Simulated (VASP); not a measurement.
# Re12F in VASP: single point with PBE

Aim: the single point of Re12F with PBE.

Everything below comes from runs of VASP 6.6.1. Logs are shortened: lines on timing, memory, paths and dates and some standing lists are left out, and cuts for length are marked.

## 1. The cell of the first run

The cell holds a slab with vacuum, 13 atoms: a = 5.520 Å, b = 5.520 Å, c = 17.457 Å, α = 90.00°, β = 90.00°, γ = 60.00°.

## 2. Single point, PBE

INCAR reads:

```
PREC     = Accurate       # precision mode
ENCUT    = 520            # plane-wave cutoff, eV
EDIFF    = 1E-6           # SCF threshold, eV
ISMEAR   = 0              # smearing method
SIGMA    = 0.15           # smearing width, eV
LREAL    = F              # projectors in reciprocal space
LASPH    = T              # aspherical terms in the spheres
NELM     = 60             # most SCF steps
ALGO     = Normal         # electronic algorithm
ISIF     = 2              # what is computed and relaxed
LWAVE    = F              # write WAVECAR
LCHARG   = F              # write CHGCAR
GGA      = PE             # functional
NBANDS   = 58             # bands
```

KPOINTS reads:

```
Automatic mesh
0
Gamma
  4 4 1
```

POSCAR reads:

```
Re12F
1.0
    5.5200000000      0.0000000000      0.0000000000
    2.7600000000      4.7804600000      0.0000000000
    0.0000000000      0.0000000000     17.4574000000
Re F
12 1
Direct
    0.0000000000      0.0000000000      0.0572823000
    0.5000000000      0.0000000000      0.0572823000
    0.0000000000      0.5000000000      0.0572823000
    0.5000000000      0.5000000000      0.0572823000
   -0.1628669226      0.3273635101      0.1811015189
    0.3355146019      0.3273199452      0.1811014385
   -0.1662614780      0.8325631754      0.1823181196
    0.3323044893      0.8353160152      0.1797691912
   -0.0101369537      0.0050842021      0.3108773775
    0.5049718524      0.0050747633      0.3109008561
    0.0045810676      0.4908813478      0.3033912323
    0.4884762038      0.5230624330      0.3014795691
    0.7248317281      0.0498496818      0.4083523179
```

Potentials or basis: VASP PAW PBE potentials, release 64 (Re, F).

Run with:

```bash
cat potpaw_PBE.64/Re/POTCAR potpaw_PBE.64/F/POTCAR > POTCAR
mpirun -np 1 vasp_std > vasp.out
```

OUTCAR:

```text
PREC = Accurate
   ENCUT = 520
   EDIFF = 1E-6
   ISMEAR = 0
   LREAL = F
   LASPH = T
   NELM = 60
   ISIF = 2
   GGA = PE

 ion  position               nearest neighbor table
   1  0.000  0.000  0.057-   8 2.66   5 2.67   7 2.70   3 2.76   3 2.76   4 2.76   4 2.76   2 2.76
                             2 2.76
   2  0.500  0.000  0.057-   8 2.66   6 2.67   7 2.70   4 2.76   3 2.76   4 2.76   3 2.76   1 2.76
                             1 2.76
   3  0.000  0.500  0.057-   5 2.69   6 2.69   7 2.70   1 2.76   1 2.76   2 2.76   2 2.76   4 2.76
                             4 2.76
   4  0.500  0.500  0.057-   8 2.67   5 2.70   6 2.70   2 2.76   1 2.76   2 2.76   1 2.76   3 2.76
                             3 2.76
   5  0.837  0.327  0.181-  11 2.66   1 2.67  12 2.68   3 2.69   4 2.70   8 2.72   9 2.74   7 2.74
                             6 2.75   6 2.77   7 2.78   8 2.80
   6  0.336  0.327  0.181-  11 2.66   2 2.67  12 2.68   3 2.69   4 2.70   8 2.72  10 2.74   7 2.74
                             5 2.75   5 2.77   7 2.78   8 2.80
   7  0.834  0.833  0.182-  11 2.67   3 2.70   1 2.70   2 2.70   9 2.74  10 2.74   6 2.74   5 2.74
                             8 2.76   8 2.76   5 2.78   6 2.78
   8  0.332  0.835  0.180-  12 2.60   1 2.66   2 2.66   4 2.67   6 2.72   5 2.72   7 2.76   7 2.76
                             5 2.80   6 2.80   9 2.81  10 2.81
   9  0.990  0.005  0.311-  13 2.18  10 2.68  12 2.71  11 2.73   7 2.74   5 2.74  11 2.80   8 2.81
                            12 2.82  10 2.84
  10  0.505  0.005  0.311-  13 2.17   9 2.68  12 2.71  11 2.73   6 2.74   7 2.74  11 2.80   8 2.81
                            12 2.82   9 2.84
  11  0.005  0.491  0.303-   6 2.66   5 2.66   7 2.67  10 2.73   9 2.73  12 2.76  12 2.76   9 2.80
                            10 2.80
  12  0.488  0.523  0.301-   8 2.60   5 2.68   6 2.68  10 2.71   9 2.71  11 2.76  11 2.76   9 2.82
                            10 2.82
  13  0.725  0.050  0.408-  10 2.17   9 2.18

  LATTYP: Found a hexagonal cell.
 ALAT       =     5.5199998018
 C/A-ratio  =     3.1625725773

  Lattice vectors:

 A1 = (  -2.7600000000,  -4.7804600000,   0.0000000000)
 A2 = (   5.5200000000,   0.0000000000,   0.0000000000)
 A3 = (   0.0000000000,   0.0000000000,  17.4574000000)

Analysis of symmetry for initial positions (statically):
=====================================================================
 Subroutine PRICEL returns:
 Original cell was already a primitive cell.

 Routine SETGRP: Setting up the symmetry group for a
 hexagonal supercell.

 Subroutine GETGRP returns: Found  1 space group operations
 (whereof  1 operations were pure point group operations)
 out of a pool of 24 trial point group operations.

The static configuration has the point symmetry C_1 .

Analysis of symmetry for dynamics (positions and initial velocities):
=====================================================================
 Subroutine PRICEL returns:
 Original cell was already a primitive cell.

 Routine SETGRP: Setting up the symmetry group for a
 hexagonal supercell.

 Subroutine GETGRP returns: Found  1 space group operations
 (whereof  1 operations were pure point group operations)
 out of a pool of 24 trial point group operations.

The dynamic configuration has the point symmetry C_1 .

 Subroutine INISYM returns: Found  1 space group operations
 (whereof  1 operations are pure point group operations),
 and found     1 'primitive' translations

----------------------------------------------------------------------------------------

                                     Primitive cell

  volume of cell :     460.6683

  direct lattice vectors                    reciprocal lattice vectors
     5.520000000  0.000000000  0.000000000     0.181159420 -0.104592445  0.000000000
     2.760000000  4.780460000  0.000000000     0.000000000  0.209184890  0.000000000
     0.000000000  0.000000000 17.457400000     0.000000000  0.000000000  0.057282299

  length of vectors
     5.520000000  5.519999802 17.457400000     0.209184883  0.209184890  0.057282299

  position of ions in fractional coordinates (direct lattice)
     0.000000000  0.000000000  0.057282300
     0.500000000  0.000000000  0.057282300
     0.000000000  0.500000000  0.057282300
     0.500000000  0.500000000  0.057282300
[... 39 lines left out ...]
     0.000000000  0.000000000  0.057282299     0.000000000  0.000000000  1.000000000

  Length of vectors
     0.052296221  0.052296223  0.057282299

  Shift w.r.t. Gamma in fractional coordinates (k-lattice)
     0.000000000  0.000000000  0.000000000

 Subroutine IBZKPT returns following result:
 ===========================================

 Found     10 irreducible k-points:

 Following reciprocal coordinates:
            Coordinates               Weight
  0.000000  0.000000  0.000000      1.000000
  0.250000 -0.000000  0.000000      2.000000
  0.250000  0.250000  0.000000      2.000000
  0.000000  0.250000  0.000000      2.000000
  0.500000 -0.000000  0.000000      1.000000
  0.500000  0.500000  0.000000      1.000000
  0.000000  0.500000  0.000000      1.000000
  0.500000  0.250000  0.000000      2.000000
  0.250000  0.500000  0.000000      2.000000
 -0.250000  0.250000  0.000000      2.000000
   k-points           NKPTS =     10   k-points in BZ     NKDIM =     10   number of bands    NBANDS=     58
   number of dos      NEDOS =    301   number of ions     NIONS =     13
   total plane-waves  NPLWV = 246960
   dimension x,y,z NGX =    42 NGY =   42 NGZ =  140
   dimension x,y,z NGXF=    84 NGYF=   84 NGZF=  280
   ions per type =              12   1
   NGX,Y,Z   is equivalent  to a cutoff of  12.65, 12.65, 13.33 a.u.
   NGXF,Y,Z  is equivalent  to a cutoff of  25.30, 25.30, 26.66 a.u.
 SYSTEM =  unknown system
   PREC   = accura    normal or accurate (medium, high low for compatibility)
   ISTART =      0    job   : 0-new  1-cont  2-samecut
   ICHARG =      2    charge: 1-file 2-atom 10-const
   ISPIN  =      1    spin polarized calculation?
   LNONCOLLINEAR =      F non collinear calculations
   LSORBIT =      F    spin-orbit coupling
   LASPH  =      T    aspherical Exc in radial PAW
   ENCUT  =  520.0 eV  38.22 Ry    6.18 a.u.  10.26 10.26 32.46*2*pi/ulx,y,z
   NELM   =     60;   NELMIN=  2; NELMDL= -5     # of ELM steps
   EDIFF  = 0.1E-05   stopping-criterion for ELM
   LREAL  =      F    real-space projection
   EDIFFG = 0.1E-04   stopping-criterion for IOM
   NSW    =      0    number of steps for IOM
   IBRION =     -1    ionic relax: 0-MD 1-quasi-New 2-CG
   NFREE  =      0    steps in history (QN), initial steepest desc. (CG)
   ISIF   =      2    stress and relaxation
   ISYM   =      2    0-nonsym 1-usesym 2-fastsym
   POTIM  = 0.5000    time-step for ionic-motion
   TEBEG  =    0.0;   TEEND  =   0.0 temperature during run
   PSTRESS=    0.0 pullay stress
   NELECT =      91.0000    total number of electrons
   NUPDOWN=      -1.0000    fix difference up-down
   EMIN   =  10.00;   EMAX   =-10.00  energy-range for DOS
   EFERMI =   0.00;   METHOD = LEGACY
   ISMEAR =     0;   SIGMA  =   0.15  broadening in eV -4-tet -1-fermi 0-gaus
   EFERMI_NEDOS =   21; number of points for ismear=-14 and -15
   IALGO  =     38    algorithm
   IMIX   =      4    mixing-type and parameters
     AMIX     =   0.40;   BMIX     =  1.00
     AMIX_MAG =   1.60;   BMIX_MAG =  1.00
  volume/ion in A,a.u.               =      35.44       239.13
  Fermi-wavevector in a.u.,A,eV,Ry     =   0.953438  1.801737 12.368298  0.909044
  Thomas-Fermi vector in A             =   2.082093
   LORBIT       =      0    0 simple, 1 ext, 2 COOP (PROOUT), +10 PAW based schemes
   GGA     = PE    functional components
   LHFCALC =     F    Hartree Fock is set to
   AEXX    =    0.0000 exact exchange contribution
   IVDW    =     0    specifies the selected vdW correction
   LEPSILON=     F    determine dielectric tensor
   LRPA    =     F    only Hartree local field effects (RPA)
 non-spin polarized calculation
 Gauss-broadening in eV      SIGMA  =   0.15
  energy-cutoff  :      520.00
  volume of cell :      460.67
 maximum number of plane-waves:     12456
 NGX is ok and might be reduce to    42
   NGX = 21   NGY = 21   NGZ = 65

 number of electron      90.9999995 magnetization

 Free energy of the ion-electron system (eV)
  ---------------------------------------------------
  ext. energy  EPLUGINS =         0.00000000
  ---------------------------------------------------
  free energy    TOTEN  =      -144.54243077 eV

  energy without entropy =     -144.36333026  energy(sigma->0) =     -144.45288052

 E-fermi :   0.0889     XC(G=0):  -6.6404

 val. band max:        0.0383876580   @ k =   0.5000   0.5000   0.0000
 cond. band min:       0.1037620896   @ k =   0.0000   0.2500   0.0000
 fundamental gap:      0.0653744316
 Fermi energy:         0.0889168545

 k-point     1 :       0.0000    0.0000    0.0000
  band No.  band energies     occupation
      1     -23.8968      2.00000
      2      -9.1724      2.00000
      3      -7.3884      2.00000
      4      -6.7439      2.00000
      5      -6.4170      2.00000
      6      -6.3488      2.00000
[... 589 lines left out ...]
     56       1.9494      0.00000
     57       2.2342      0.00000
 [bands above 57 left out]

------------------------ aborting loop because EDIFF is reached ----------------------------------------

  FORCE on cell =-STRESS in cart. coord.  units (eV):
  Direction    XX          YY          ZZ          XY          YZ          ZX
  --------------------------------------------------------------------------------------
  -------------------------------------------------------------------------------------
  Total       -9.7683843     -9.0295075     -0.7874680     -0.0005675      0.0210445      0.0016446
  in kB      -33.9738677    -31.4040974     -2.7387676     -0.0019738      0.0731914      0.0057199
  external PRESSURE =     -22.7055776 kB  Pullay stress =       0.0000000 kB

 VOLUME and BASIS-vectors are now :
 -----------------------------------------------------------------------------
  energy-cutoff  :      520.00
  volume of cell :      460.67
      direct lattice vectors                 reciprocal lattice vectors
     5.520000000  0.000000000  0.000000000     0.181159420 -0.104592445  0.000000000
     2.760000000  4.780460000  0.000000000     0.000000000  0.209184890  0.000000000
     0.000000000  0.000000000 17.457400000     0.000000000  0.000000000  0.057282299

 POSITION                                       TOTAL-FORCE (eV/Angst)
 -----------------------------------------------------------------------------------
      0.00000      0.00000      1.00000        -0.117133     -0.029552     -0.038975
      2.76000      0.00000      1.00000         0.116171     -0.030390     -0.038176
      1.38000      2.39023      1.00000         0.000250     -0.112980      0.164437
      4.14000      2.39023      1.00000         0.000099      0.181589      0.128963
      5.52450      1.56495      3.16156         0.008849     -0.009059      0.003955
      2.75544      1.56474      3.16156        -0.009321     -0.009992      0.006443
      6.90011      3.98003      3.18280        -0.002755     -0.001019      0.002123
      4.13979      3.99319      3.13830         0.001784      0.003313     -0.003647
      5.47808      0.02430      5.42711         0.050170     -0.012700     -0.092739
      2.80145      0.02426      5.42752        -0.050254     -0.013173     -0.096929
      1.38012      2.34664      5.29642        -0.000194     -0.023929     -0.060742
      4.14004      2.50048      5.26305         0.000111      0.040182     -0.065506
      4.13866      0.23830      7.12877         0.002223      0.017711      0.090794
 -----------------------------------------------------------------------------------
    total drift:                                0.000321     -0.000250      0.027910

  FREE ENERGIE OF THE ION-ELECTRON SYSTEM (eV)
  ---------------------------------------------------
  free  energy   TOTEN  =      -144.5424307708 eV

  energy  without entropy=     -144.3633302614  energy(sigma->0) =     -144.45288052
```

Run time: 9.9 min. Hardware: 1 thread of Intel Xeon Platinum 8488C (Sapphire Rapids), shared host; peak memory 0.64 GiB.

Results:

```
Free energy   : -144.5424 eV
Largest force : 0.223 eV/Å
```

Forces on the atoms (eV/Å):
```
Re  -0.117 -0.030 -0.039
Re   0.116 -0.030 -0.038
Re   0.000 -0.113  0.164
Re   0.000  0.182  0.129
Re   0.009 -0.009  0.004
Re  -0.009 -0.010  0.006
Re  -0.003 -0.001  0.002
Re   0.002  0.003 -0.004
Re   0.050 -0.013 -0.093
Re  -0.050 -0.013 -0.097
Re   0.000 -0.024 -0.061
Re   0.000  0.040 -0.066
F    0.002  0.018  0.091
```

Levels at points of the mesh, in eV from the Fermi level:
| k point | band 43 | band 44 | band 45 | band 46 | band 47 | band 48 | band 49 | band 50 |
| --- | --- | --- | --- | --- | --- | --- | --- | --- |
| (0.00, 0.00, 0.00) | 0.48 | 0.51 | 0.55 | 0.61 | 0.70 | 0.86 | 1.03 | 1.33 |
| (0.50, 0.00, 0.00) | -0.93 | -0.62 | -0.33 | -0.18 | -0.12 | -0.05 | 0.34 | 0.50 |
| (0.50, 0.50, 0.00) | -0.93 | -0.62 | -0.33 | -0.18 | -0.12 | -0.05 | 0.34 | 0.50 |
| (0.00, 0.50, 0.00) | -0.93 | -0.65 | -0.38 | -0.33 | -0.18 | -0.06 | 0.29 | 0.56 |

Caveat: spin-orbit coupling is left out, which moves the levels of the heavy elements; an odd number of electrons without spin polarisation forces a metal; a magnetic or distorted state may lie lower.
